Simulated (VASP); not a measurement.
Input of a VASP 6.6.1 run:

POSCAR

```
Ir
1.0
    2.7238642200      0.0000000000      0.0000000000
   -1.3619321100      2.3589353700      0.0000000000
    0.0000000000      0.0000000000      4.5528925620
Ir
2
Direct
    0.6666666667      0.3333333333      0.7500000000
    0.3333333333      0.6666666667      0.2500000000
```

File INCAR.step1:

```
SYSTEM = Ir
PREC     = Accurate       ! precision mode
ENCUT    = 520            ! plane-wave cutoff, eV
ISMEAR   = -1             ! smearing method
SIGMA    = 0.1            ! smearing width, eV
LREAL    = .FALSE.        ! projectors in reciprocal space
LASPH    = .TRUE.         ! aspherical terms in the spheres
NELM     = 100            ! most SCF steps
NBANDS   = 16             ! bands
GGA      = PE             ! functional
ALGO     = Normal         ! electronic algorithm
EDIFF    = 1E-4           ! SCF threshold, eV
LWAVE    = .TRUE.         ! write WAVECAR
LCHARG   = .FALSE.        ! write CHGCAR
```

Contents of INCAR.step2:

```
SYSTEM = Ir
PREC     = Accurate       ! precision mode
ENCUT    = 520            ! plane-wave cutoff, eV
EDIFF    = 1E-6           ! SCF threshold, eV
ISMEAR   = -1             ! smearing method
SIGMA    = 0.1            ! smearing width, eV
LREAL    = .FALSE.        ! projectors in reciprocal space
LASPH    = .TRUE.         ! aspherical terms in the spheres
NELM     = 100            ! most SCF steps
ALGO     = Normal         ! electronic algorithm
ISIF     = 2              ! what is computed and relaxed
LWAVE    = .FALSE.        ! write WAVECAR
LCHARG   = .TRUE.         ! write CHGCAR
METAGGA  = R2SCAN         ! meta-GGA
LMIXTAU  = .TRUE.       
IVDW     = 12             ! dispersion correction
VDW_S6   = 1.0          
VDW_S8   = 0.78981345   
VDW_A1   = 0.49484001   
VDW_A2   = 5.73083694   
LELF     = .TRUE.         ! ELF
LVHAR    = .TRUE.       
NBANDS   = 16             ! bands
ISTART   = 1
```

The input KPOINTS:

```
Automatic mesh
0
G
  14 14 8
  0 0 0
```

Potentials or basis: VASP PAW PBE potentials, release 64 (Ir).

Run with:

```sh
$ cat potpaw_PBE.64/Ir/POTCAR > POTCAR
$ cp INCAR.step1 INCAR
$ mpirun -np 1 vasp_std > vasp.out
$ cp INCAR.step2 INCAR
$ mpirun -np 1 vasp_std > vasp.out
```

Problem. Estimate the band gap on the k mesh.

Solution. Zero (bands 9 and 10 overlap by 3.41 eV).

Problem. Estimate the dispersion energy per atom.

Solution. -0.334 eV.

Problem. Predict the pressure.

Solution. -9.7 GPa.

Stress tensor (GPa, compression positive):
```
 -6.28   0.00   0.00
  0.00  -6.28   0.00
  0.00   0.00 -16.66
```

Caveat: three body term missing; the stress differs along the axes, from -17 to -6 GPa; the PAW data sets were made with another functional, which shifts forces and pressure a little; spin-orbit coupling is left out, which moves the levels of the heavy elements.
